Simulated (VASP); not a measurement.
# Y (P6/mmm) in VASP: further runs

Runs on Y. Level: LDA. Tasks: relaxation of cell and atoms, single point.

All numbers are computed with VASP 6.6.1; they aren't measurements. Logs are shortened: lines on timing, memory, paths and dates and some standing lists are left out, and cuts for length are marked.

## Step 1: The cell of the first run

Symmetry: P6/mmm, No. 191, hexagonal system. Conventional cell: a = 2.488 Å, b = 2.488 Å, c = 2.336 Å, α = 90.00°, β = 90.00°, γ = 120.00°. Y (site symmetry 6/mmm) has 8 Y at 2.34 to 2.49 Å within 3.1 Å.

## Step 2: Relaxation of cell and atoms, LDA, target pressure 160 GPa, at which the enthalpy is minimised

INCAR

```
PREC = Accurate ; ENCUT = 600
EDIFF = 1E-6 ; ISMEAR = -1
SIGMA = 0.05 ; LREAL = F
LASPH = T ; NELM = 60
ALGO = Normal ; ISIF = 3
LWAVE = F ; LCHARG = F
GGA = CA ; IBRION = 2
NSW = 32 ; EDIFFG = -0.005
PSTRESS = 1600.0
```

KPOINTS

```
Automatic mesh
0
Gamma
  17 17 16
```

POSCAR

```
Y
1.0
    2.4882164657      0.0000000000      0.0000000000
   -1.2441082328      2.1548586694      0.0000000000
    0.0000000000      0.0000000000      2.3363430320
Y
1
Direct
    0.0000000000      0.0000000000      0.0000000000
```

Potentials or basis: VASP PAW LDA potentials, release 64 (Y_sv).

Command:

```sh
> cat potpaw_LDA.64/Y_sv/POTCAR > POTCAR
> mpirun -np 1 vasp_std > vasp.out
```

OUTCAR:

```text
PREC = Accurate
   ENCUT = 600
   EDIFF = 1E-6
   ISMEAR = -1
   LREAL = F
   LASPH = T
   NELM = 60
   ISIF = 3
   GGA = CA
   IBRION = 2
   NSW = 32
   EDIFFG = -0.005
   PSTRESS = 1600.0

 ion  position               nearest neighbor table
   1  0.000  0.000  0.000-

  LATTYP: Found a hexagonal cell.
 ALAT       =     2.4882164657
 C/A-ratio  =     0.9389629336

  Lattice vectors:

 A1 = (   2.4882164657,   0.0000000000,   0.0000000000)
 A2 = (  -1.2441082328,   2.1548586694,   0.0000000000)
 A3 = (   0.0000000000,   0.0000000000,   2.3363430320)

Analysis of symmetry for initial positions (statically):
=====================================================================
 Subroutine PRICEL returns:
 Original cell was already a primitive cell.

 Routine SETGRP: Setting up the symmetry group for a
 hexagonal supercell.

 Subroutine GETGRP returns: Found 24 space group operations
 (whereof 24 operations were pure point group operations)
 out of a pool of 24 trial point group operations.

The static configuration has the point symmetry D_6h.

Analysis of symmetry for dynamics (positions and initial velocities):
=====================================================================
 Subroutine PRICEL returns:
 Original cell was already a primitive cell.

 Routine SETGRP: Setting up the symmetry group for a
 hexagonal supercell.

 Subroutine GETGRP returns: Found 24 space group operations
 (whereof 24 operations were pure point group operations)
 out of a pool of 24 trial point group operations.

The dynamic configuration has the point symmetry D_6h.

 Subroutine INISYM returns: Found 24 space group operations
 (whereof 24 operations are pure point group operations),
 and found     1 'primitive' translations

----------------------------------------------------------------------------------------

                                     Primitive cell

  volume of cell :      12.5269

  direct lattice vectors                    reciprocal lattice vectors
     2.488216466  0.000000000  0.000000000     0.401894294  0.232033779  0.000000000
    -1.244108233  2.154858669  0.000000000     0.000000000  0.464067558  0.000000000
     0.000000000  0.000000000  2.336343032     0.000000000  0.000000000  0.428019339

  length of vectors
[... 90 lines left out ...]
   PSTRESS= 1600.0 pullay stress
   NELECT =      11.0000    total number of electrons
   NUPDOWN=      -1.0000    fix difference up-down
   EMIN   =  10.00;   EMAX   =-10.00  energy-range for DOS
   EFERMI =   0.00;   METHOD = LEGACY
   ISMEAR =    -1;   SIGMA  =   0.05  broadening in eV -4-tet -1-fermi 0-gaus
   EFERMI_NEDOS =   21; number of points for ismear=-14 and -15
   IALGO  =     38    algorithm
   IMIX   =      4    mixing-type and parameters
     AMIX     =   0.40;   BMIX     =  1.00
     AMIX_MAG =   1.60;   BMIX_MAG =  1.00
  volume/ion in A,a.u.               =      12.53        84.54
  Fermi-wavevector in a.u.,A,eV,Ry     =   1.567682  2.962489 33.438028  2.457626
  Thomas-Fermi vector in A             =   2.669825
   LORBIT       =      0    0 simple, 1 ext, 2 COOP (PROOUT), +10 PAW based schemes
   GGA     = CA    functional components
   LHFCALC =     F    Hartree Fock is set to
   AEXX    =    0.0000 exact exchange contribution
   IVDW    =     0    specifies the selected vdW correction
   LEPSILON=     F    determine dielectric tensor
   LRPA    =     F    only Hartree local field effects (RPA)
 conjugate gradient relaxation of ions
 non-spin polarized calculation
  energy-cutoff  :      600.00
  volume of cell :       12.53
 maximum number of plane-waves:       435
 NGX is ok and might be reduce to    20
   NGX =  9   NGY =  9   NGZ =  9

--------------------------------------- Ionic step        1  -------------------------------------------

 number of electron      11.0000000 magnetization

 Free energy of the ion-electron system (eV)
  ---------------------------------------------------
  ext. energy  EPLUGINS =         0.00000000
  ---------------------------------------------------
  free energy    TOTEN  =        -2.25998210 eV

  energy without entropy =       -2.25315371  energy(sigma->0) =       -2.25656791

------------------------ aborting loop because EDIFF is reached ----------------------------------------

  FORCE on cell =-STRESS in cart. coord.  units (eV):
  Direction    XX          YY          ZZ          XY          YZ          ZX
  --------------------------------------------------------------------------------------
  -------------------------------------------------------------------------------------
  Total       12.5858947     12.5858947     12.5945194      0.0000000     -0.0000000     -0.0000000
  in kB     1609.7228817   1609.7228817   1610.8259767      0.0000000     -0.0000000     -0.0000000
  external PRESSURE =      10.0905800 kB  Pullay stress =    1600.0000000 kB
[... 61 lines left out ...]
--------------------------------------- Ionic step        3  -------------------------------------------

 number of electron      11.0000000 magnetization

 Free energy of the ion-electron system (eV)
  ---------------------------------------------------
  ext. energy  EPLUGINS =         0.00000000
  ---------------------------------------------------
  free energy    TOTEN  =        -2.28457920 eV

  energy without entropy =       -2.27776798  energy(sigma->0) =       -2.28117359

 E-fermi :   9.6216     XC(G=0): -14.1473

 val. band max:        9.6187525882   @ k =   0.1176   0.1176   0.1875
 cond. band min:       9.6251989684   @ k =   0.2941   0.1176   0.0625
 fundamental gap:      0.0064463803
 Fermi energy:         9.6216393477

 k-point     1 :       0.0000    0.0000    0.0000
  band No.  band energies     occupation
      1     -34.4889      2.00000
      2      -9.7013      2.00000
      3      -9.5995      2.00000
      4      -9.5995      2.00000
      5       6.2606      2.00000
      6       6.6778      2.00000
      7      11.7162      0.00000
      8      11.7162      0.00000
      9      21.0699      0.00000
[... 265 lines left out ...]
 k-point    24 :       0.1765    0.1765    0.0000
  band No.  band energies     occupation
      1     -33.2016      2.00000
      2     -14.4988      2.00000
      3     -11.6031      2.00000
      4      -8.9592      2.00000
      5       8.3828      2.00000
      6       8.7808      2.00000
      7      11.0357      0.00000
      8      17.2458      0.00000
      9      19.0013      0.00000

 [... further k-points ...]

------------------------ aborting loop because EDIFF is reached ----------------------------------------

  FORCE on cell =-STRESS in cart. coord.  units (eV):
  Direction    XX          YY          ZZ          XY          YZ          ZX
  --------------------------------------------------------------------------------------
  -------------------------------------------------------------------------------------
  Total       12.5353041     12.5353041     12.5361893      0.0000000      0.0000000     -0.0000000
  in kB     1600.1162954   1600.1162954   1600.2292863      0.0000000      0.0000000     -0.0000000
  external PRESSURE =       0.1539590 kB  Pullay stress =    1600.0000000 kB
[... 20 lines left out ...]
  energy  without entropy=       -2.2777679814  energy(sigma->0) =       -2.28117359

  enthalpy is  TOTEN    =        10.2498138538 eV   P V=       12.5343930529

 reached required accuracy - stopping structural energy minimisation
```

OSZICAR:

```text
N       E                     dE             d eps       ncg     rms          rms(c)
DAV:   1     0.329106369517E+02    0.32911E+02   -0.74395E+03  5442   0.141E+03
DAV:   2    -0.153739848082E+01   -0.34448E+02   -0.33259E+02  6479   0.206E+02
DAV:   3    -0.234349144671E+01   -0.80609E+00   -0.78103E+00  6728   0.239E+01
[... 21 lines left out ...]
DAV:   3    -0.228377291419E+01    0.15134E-02   -0.88342E-03  7196   0.616E-01    0.205E-01
DAV:   4    -0.228438346746E+01   -0.61055E-03   -0.64294E-04  8207   0.201E-01    0.102E-01
DAV:   5    -0.228458531185E+01   -0.20184E-03   -0.56651E-04  7846   0.146E-01    0.267E-02
DAV:   6    -0.228457931118E+01    0.60007E-05   -0.15857E-05  7167   0.348E-02    0.263E-03
DAV:   7    -0.228457919906E+01    0.11212E-06   -0.53337E-07  3539   0.554E-03
   3 F= 0.10249814E+02 E0= 0.10253219E+02  d E =-.787338E-04
```

CONTCAR:

```text
Y
   1.00000000000000
     2.4897817785227883    0.0000000000060132   -0.0000000000000000
    -1.2448908892061550    2.1562142700641136    0.0000000000000000
     0.0000000000000000   -0.0000000000000000    2.3379795533631285
  Y
     1
Direct
     0.0000000000000000    0.0000000000000000    1.0000000000000000

  0.00000000E+00  0.00000000E+00  0.00000000E+00
```

Run time: 37 s. Hardware: 1 thread of Intel Xeon 6975P-C (Granite Rapids), shared host; peak memory 0.18 GiB.

Results:

```yaml
Free_energy: -2.2846 eV
Relaxed_volume: 12.55 Å³/atom
Relaxed_cell: a = 2.490 Å, b = 2.490 Å, c = 2.338 Å, α = 90.00°, β = 90.00°, γ = 120.00°
Space_group_after_relaxing_to_0.05_Å: P6/mmm (No. 191)
Energy_change_on_relaxing_the_enthalpy_is_what_falls: -24.6 meV/atom
Ionic_steps: 3
Pressure_after_relaxing: 160.0 GPa
```

Step by step:
```tsv
step	energy change (eV)	largest force (eV/Å)	pressure (GPa)	volume (Å³)
1	0.0000	0.0000	161.01	12.53
2	-0.1417	0.0000	155.18	12.67
3	-0.0246	0.0000	160.02	12.55
```

Final structure:
```xyz
1
Lattice="2.4898 0.0000 0.0000 -1.2449 2.1562 0.0000 0.0000 0.0000 2.3380" Properties=species:S:1:pos:R:3 pbc="T T T"
Y     0.0000    0.0000    2.3380
```

Levels at points of the mesh, in eV from the Fermi level:
| k point | band 3 | band 4 | band 5 | band 6 | band 7 | band 8 | band 9 |
| --- | --- | --- | --- | --- | --- | --- | --- |
| (0.00, 0.00, 0.00) | -19.22 | -19.22 | -3.36 | -2.94 | 2.09 | 2.09 | 11.45 |
| (0.00, 0.00, 0.50) | -18.30 | -18.30 | 0.89 | 4.11 | 4.11 | 4.52 | 5.81 |

Caveat: the cell is relaxed towards a set pressure, so the enthalpy falls and the energy may rise.

## Step 3: Single point, LDA

INCAR

```
SYSTEM = Y
  PREC = Accurate
  ENCUT = 520
  EDIFF = 1E-6
  ISMEAR = -1
  SIGMA = 0.05
  LREAL = .False.
  LASPH = .True.
  NELM = 100
  ALGO = Normal
  ISIF = 2
  LWAVE = .False.
  LCHARG = .True.
  GGA = CA
  LELF = .True.
  LVHAR = .True.
  NBANDS = 12
```

KPOINTS

```
regular mesh
0
Gamma
  17 17 16
  0 0 0
```

POSCAR is that of step 2.

Potentials or basis: VASP PAW LDA potentials, release 64 (Y_sv).

Command:

```sh
> cat potpaw_LDA.64/Y_sv/POTCAR > POTCAR
> mpirun -np 1 vasp_std > vasp.out
```

Run time: 16 s. Hardware: 1 thread of Intel Xeon 6975P-C (Granite Rapids), shared host; peak memory 0.17 GiB.

The run converged. Its results:

| Quantity | Value |
| --- | --- |
| Free energy | -2.2597 eV |
| Pressure | 161.0 GPa |

Stress tensor (GPa, compression positive):
```
160.97   0.00   0.00
  0.00 160.97   0.00
  0.00   0.00 161.09
```

Levels at points of the mesh, in eV from the Fermi level:
```tsv
k point	band 4	band 5	band 6	band 7	band 8	band 9
(0.00, 0.00, 0.00)	-19.22	-3.37	-2.93	2.09	2.09	11.45
(0.00, 0.00, 0.50)	-18.29	0.90	4.11	4.11	4.53	5.81
```

(Continued in part 2 of 2.)
